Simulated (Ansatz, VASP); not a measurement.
**One calculation of ScInS3, two programs**

```xyz
5
Lattice="5.2853 0.0000 0.0000 -2.6427 4.5772 0.0000 0.0000 0.0000 5.9994" Properties=species:S:1:pos:R:3 pbc="T T T"
Sc    0.0000    0.0000    0.0000
In    0.0000    0.0000    2.9997
S     2.6427    0.0000    0.0000
S    -1.3213    2.2886    0.0000
S     1.3213    2.2886    0.0000
```

Alike in both runs: functional PBE; k mesh 12 × 12 × 6; occupations gaussian, width 0.1 eV; no spin polarisation.

Ansatz relaxed the structure, and its values are those at the end. VASP's run is a single point on that final structure, the one shown.

|  | VASP | Ansatz |
| --- | --- | --- |
| version | VASP 6.6.1 | Ansatz 0.2.0 |
| potentials or method | VASP PAW PBE potentials, release 64 (Sc_sv, In_d, S), cutoff 520 eV | scalar-relativistic, plane waves, PAW |
| valence electrons in the cell | 42 | 42 |

```tsv
	VASP	Ansatz	Ansatz less VASP
gap on the k mesh at the Fermi level (eV)	none	none	-
pressure (GPa)	0.0	0.0	-0.02
```

A gap of «none» marks a metal or a gap that the smearing closes.
